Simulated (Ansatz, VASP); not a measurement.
# One calculation of Au, two programs

```
Au
1.0
    -1.57441    1.57441    1.61584
     1.57441   -1.57441    1.61584
     1.57441    1.57441   -1.61584
Au
1
Direct
  0.00000 0.00000 0.00000
```

Change from the starting cell: strain -0.050 along x and y, -0.025 along z, atoms carried along.

Alike in both runs: task single point; functional r2SCAN; k mesh 20 × 20 × 20; occupations gaussian, width 0.15 eV; no spin polarisation.

```csv
,VASP,Ansatz
version,VASP 6.6.1,Ansatz 0.2.0
potentials or method,"VASP PAW PBE potentials, release 64 (Au), cutoff 520 eV","scalar-relativistic, plane waves, PAW"
valence electrons in the cell,11,19
```

|  | VASP | Ansatz | Ansatz less VASP |
| --- | --- | --- | --- |
| gap on the k mesh at the Fermi level (eV) | none | none | - |
| pressure (GPa) | 19.2 | 18.6 | -0.53 |

VASP's potentials were made for PBE, not for r2SCAN. A gap of «none» marks a metal or a gap that the smearing closes. VASP's potentials hold 11 valence electrons a cell and Ansatz's 19, so a difference there can come from the potentials and not from the codes.

Spin-orbit coupling is off throughout.
